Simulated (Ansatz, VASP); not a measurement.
**Pt: VASP beside Ansatz**

```
Pt
1.0
     2.91600    0.00000    0.00000
    -1.45800    2.52533    0.00000
     0.00000    0.00000    4.47160
Pt
2
Direct
  0.66667 0.33333 0.75000
  0.33333 0.66667 0.25000
```

Alike in both runs: task single point; functional PBEsol; k mesh 18 × 18 × 10; occupations gaussian, width 0.15 eV; no spin polarisation.

|  | VASP | Ansatz |
| --- | --- | --- |
| version | VASP 6.6.1 | Ansatz 0.2.0 |
| potentials or method | VASP PAW PBE potentials, release 64 (Pt), cutoff 520 eV | scalar-relativistic, plane waves, PAW |
| valence electrons in the cell | 20 | 36 |

VASP gave:

| Property | Result |
| --- | --- |
| gap on the k mesh at the Fermi level (eV) | none |
| pressure (GPa) | -18.0 |
| traceless stress, the component that is largest in VASP (GPa) | 4.63 |

**Question.** What did Ansatz give for the same quantities?

**Answer.** gap on the k mesh at the Fermi level (eV): none; pressure (GPa): -17.6; traceless stress, the component that is largest in VASP (GPa): 4.61.

VASP's potentials were made for PBE, not for PBEsol. A gap of «none» marks a metal or a gap that the smearing closes. VASP's potentials hold 20 valence electrons a cell and Ansatz's 36, so a difference there can come from the potentials and not from the codes.

Neither program's run includes spin-orbit coupling.
